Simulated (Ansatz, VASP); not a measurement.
One calculation of TaN, two programs

```
Ta N
1.0
     0.00000    2.20817    2.20817
     2.20817    0.00000    2.20817
     2.20817    2.20817    0.00000
Ta N
1 1
Direct
  0.50000 0.50000 0.50000
  0.00000 0.00000 0.00000
```

Alike in both runs: functional PBE; k mesh 16 × 16 × 16; occupations gaussian, width 0.1 eV; no spin polarisation.

Ansatz relaxed the structure, and its values are those at the end. VASP's run is a single point on that final structure, the one shown.

|  | VASP | Ansatz |
| --- | --- | --- |
| version | VASP 6.6.1 | Ansatz 0.2.0 |
| potentials or method | VASP PAW PBE potentials, release 64 (Ta_sv_GW, N), cutoff 700 eV | scalar-relativistic, plane waves, PAW |
| valence electrons in the cell | 18 | 18 |

Ansatz gave:

```
gap on the k mesh at the Fermi level (eV) : none
pressure (GPa)                            : 0.0
```

Q: Which values does VASP return?

A: gap on the k mesh at the Fermi level (eV): none; pressure (GPa): 0.1.

A gap of «none» marks a metal or a gap that the smearing closes.

Neither program's run includes spin-orbit coupling.
